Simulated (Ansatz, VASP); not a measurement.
## MoS2: VASP beside Ansatz

The input INCAR:

```
PREC     = Accurate       # precision mode
ENCUT    = 520            # plane-wave cutoff, eV
EDIFF    = 1E-6           # SCF threshold, eV
ISMEAR   = 0              # smearing method
SIGMA    = 0.05           # smearing width, eV
LREAL    = False          # projectors in reciprocal space
LASPH    = True           # aspherical terms in the spheres
NELM     = 100            # most SCF steps
ALGO     = Normal         # electronic algorithm
ISIF     = 2              # what is computed and relaxed
LWAVE    = False          # write WAVECAR
LCHARG   = True           # write CHGCAR
GGA      = PE             # functional
LELF     = True           # ELF
LVHAR    = True         
NBANDS   = 35             # bands
```

File KPOINTS:

```
Automatic mesh
0
Gamma
  12 12 2
```

Contents of POSCAR:

```
MoS2
1.0
    3.2811497255      0.0000000000      0.0000000000
   -1.6405748628      2.6760313063      0.0000000000
    0.0000000000      0.0000000000     14.5104515858
Mo S
2 4
Direct
    0.3333333333      0.6666666667      0.2500000000
    0.6666666667      0.3333333333      0.7500000000
    0.3333333333      0.6666666667      0.6423151295
    0.6666666667      0.3333333333      0.1423151295
    0.3333333333      0.6666666667      0.8576848705
    0.6666666667      0.3333333333      0.3576848705
```

Input for Ansatz:

```yaml
crystal:
  lattice:
    - [3.2811497255, 0.0, 0.0]
    - [-1.6405748628, 2.6760313063, 0.0]
    - [0.0, 0.0, 14.5104515858]
  atoms:
    - { symbol: Mo, position: [0.3333333333, 0.6666666667, 0.25] }
    - { symbol: Mo, position: [0.6666666667, 0.3333333333, 0.75] }
    - { symbol: S, position: [0.3333333333, 0.6666666667, 0.6423151295] }
    - { symbol: S, position: [0.6666666667, 0.3333333333, 0.1423151295] }
    - { symbol: S, position: [0.3333333333, 0.6666666667, 0.8576848705] }
    - { symbol: S, position: [0.6666666667, 0.3333333333, 0.3576848705] }
basis:
  ecutwfc: 420
kpoints:
  mp_grid: { grid: [12, 12, 2] }
hamiltonian:
  xc: pbe
scf:
  occupations: { method: gaussian, width: 0.05 }
output:
  forces: true
  stress: true
  eigenvalues: true
```

Change from the starting cell: strain +0.0300 x Voigt [1, -1, 0, 0, 0, 0], atoms carried along.

Alike in both runs: task single point; functional PBE; k mesh 12 × 12 × 2; occupations gaussian, width 0.05 eV; no spin polarisation.

|  | VASP | Ansatz |
| --- | --- | --- |
| version | VASP 6.6.1 | Ansatz 0.2.0 |
| potentials or method | VASP PAW PBE potentials, release 64 (Mo_sv, S), cutoff 520 eV | scalar-relativistic, plane waves, PAW |
| valence electrons in the cell | 52 | 52 |

```tsv
	VASP	Ansatz	Ansatz less VASP
gap on the k mesh at the Fermi level (eV)	1.45	1.43	-0.013
least direct gap on the mesh (eV)	1.66	1.65	-0.004
pressure (GPa)	0.2	0.3	+0.11
traceless stress, the component that is largest in VASP (GPa)	4.36	4.35	-0.018
rms of the force components (eV/Å)	0.168	0.169	+0.0013
```

Atom by atom the forces differ by 0.006 eV/Å (rms over components).
